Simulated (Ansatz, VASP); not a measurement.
**One calculation of SnSe2, two programs**

```
CELL_PARAMETERS angstrom
3.83905 0.00000 0.00000
-1.91952 3.32471 0.00000
0.00000 0.00000 6.01163
ATOMIC_POSITIONS crystal
Sn 0.00000 0.00000 0.00000
Se 0.33333 0.66667 0.26515
Se 0.66667 0.33333 0.73485
```

Alike in both runs: task relaxation of cell and atoms; functional PBE; dispersion D3(BJ); k mesh 12 × 12 × 6; occupations gaussian, width 0.02 eV; no spin polarisation.

|  | VASP | Ansatz |
| --- | --- | --- |
| version | VASP 6.6.1 | Ansatz 0.2.0 |
| potentials or method | VASP PAW PBE potentials, release 64 (Sn_d, Se), cutoff 600 eV | scalar-relativistic, plane waves, PAW |
| valence electrons in the cell | 26 | 46 |

Ansatz gave:

| Property | Result |
| --- | --- |
| gap on the k mesh at the Fermi level, each at its own relaxed structure (eV) | 0.35 |
| relaxed volume (Å³/atom) | 25.58 |
| relaxed cell length with the largest relative difference (Å) | 3.839 |

**Question.** Which values does VASP return?

**Answer.** gap on the k mesh at the Fermi level, each at its own relaxed structure (eV): 0.34; relaxed volume (Å³/atom): 25.60; relaxed cell length with the largest relative difference (Å): 3.840.

VASP's potentials hold 26 valence electrons a cell and Ansatz's 46, so a difference there can come from the potentials and not from the codes.
